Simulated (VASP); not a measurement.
Wanted: the native input for a VASP 6.6.1 run.

```
Task                   : single point
Functional             : RPBE
Potentials or basis    : VASP PAW PBE potentials, release 64 (As)
Cutoff                 : 520 eV
k mesh                 : 14 × 14 × 14
Occupations            : fermi-dirac, width 0.1 eV
Spin                   : no spin polarisation
Dipole correction      : no
Further INCAR settings : ALGO = Normal; EDIFF = 1e-06; NBANDS = 8
```

The structure of As lies in POSCAR:

```
As
1.0
    0.0000000000      2.2010097096      2.2010097096
    2.2010097096      0.0000000000      2.2010097096
    2.2010097096      2.2010097096      0.0000000000
As
1
Direct
    0.0000000000      0.0000000000      0.0000000000
```

This cell differs from its parent crystal: volume scaled by 1.08.

These files were run (other wordings do the same):

INCAR

```
ALGO = Normal
EDIFF = 1E-6
ENCUT = 520
GGA = RP
ISIF = 2
ISMEAR = -1
LASPH = T
LCHARG = F
LREAL = F
LWAVE = F
NBANDS = 8
NELM = 100
PREC = Accurate
SIGMA = 0.1
```

KPOINTS

```
k-points
0
Gamma
  14 14 14
```

Potentials or basis: VASP PAW PBE potentials, release 64 (As).

Command:

```console
$ cat potpaw_PBE.64/As/POTCAR > POTCAR
$ mpirun -np 1 vasp_std > vasp.out
```

Results of the run:

The pressure is -4.8 GPa.

Caveat: the PAW data sets were made with another functional, which shifts forces and pressure a little.

It took 34 s on 1 thread of AMD EPYC 7R13, with other jobs on the host, peak memory 0.11 GiB.
